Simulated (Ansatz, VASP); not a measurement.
Two plane-wave programs on TiSe3

The input INCAR:

```
  PREC = Accurate
  ENCUT = 520
  EDIFF = 1E-7
  ISMEAR = 0
  SIGMA = 0.1
  LREAL = F
  LASPH = T
  NELM = 150
  ALGO = Normal
  ISIF = 2
  LWAVE = F
  LCHARG = T
  ISPIN = 2
  MAGMOM = 1 0 0 0
  LORBIT = 11
  LMAXMIX = 4
  GGA = PE
  LELF = T
  LVHAR = T
  NBANDS = 27
```

The input KPOINTS:

```
regular mesh
0
Gamma
  6 6 4
```

File POSCAR:

```
TiSe3
1.0
    3.6833163400      0.0000000000      0.0000000000
    0.0000000000      3.6833163400      0.0000000000
    0.0000000000      0.0000000000      7.3893708600
Ti Se
1 3
Direct
    0.5000000000      0.5000000000      0.5000000000
    0.0000000000      0.0000000000      0.0000000000
    0.0000000000      0.0000000000      0.5000000000
    0.5000000000      0.5000000000      0.0000000000
```

Input for Ansatz:

```yaml
crystal:
  lattice:
    - [3.68331634, 0.0, 0.0]
    - [0.0, 3.68331634, 0.0]
    - [0.0, 0.0, 7.38937086]
  atoms:
    - { symbol: Ti, position: [0.5, 0.5, 0.5], spin: 1.0 }
    - { symbol: Se, position: [0.0, 0.0, 0.0] }
    - { symbol: Se, position: [0.0, 0.0, 0.5] }
    - { symbol: Se, position: [0.5, 0.5, 0.0] }
basis:
  ecutwfc: 420
kpoints:
  mp_grid: { grid: [6, 6, 4] }
hamiltonian:
  xc: pbe
scf:
  occupations: { method: gaussian, width: 0.1 }
  lower_state_search: "off"
output:
  forces: true
  stress: true
  eigenvalues: true
  populations: true
magnetization:
  spin_polarized: true
```

Alike in both runs: task single point; functional PBE; k mesh 6 × 6 × 4; occupations gaussian, width 0.1 eV; collinear spin.

```csv
,VASP,Ansatz
version,VASP 6.6.1,Ansatz 0.2.0
potentials or method,"VASP PAW PBE potentials, release 64 (Ti_sv, Se), cutoff 520 eV","scalar-relativistic, plane waves, PAW"
valence electrons in the cell,30,60
```

VASP gave:

* gap on the k mesh at the Fermi level (eV): none
* pressure (GPa): 1.0
* traceless stress, the component that is largest in VASP (GPa): -3.27
* net moment per atom (μB): 0.34
* size of the moment on the site where the two differ most (μB): 1.18

Question: Which values does Ansatz return?

Answer: gap on the k mesh at the Fermi level (eV): none; pressure (GPa): 0.9; traceless stress, the component that is largest in VASP (GPa): -3.22; net moment per atom (μB): 0.34; size of the moment on the site where the two differ most (μB): 1.13.

Site moments also hang on the region over which each program counts them. A gap of «none» marks a metal or a gap that the smearing closes. With one functional, cell and mesh, what is left measures potentials, basis and numerics. VASP's potentials hold 30 valence electrons a cell and Ansatz's 60, so a difference there can come from the potentials and not from the codes.
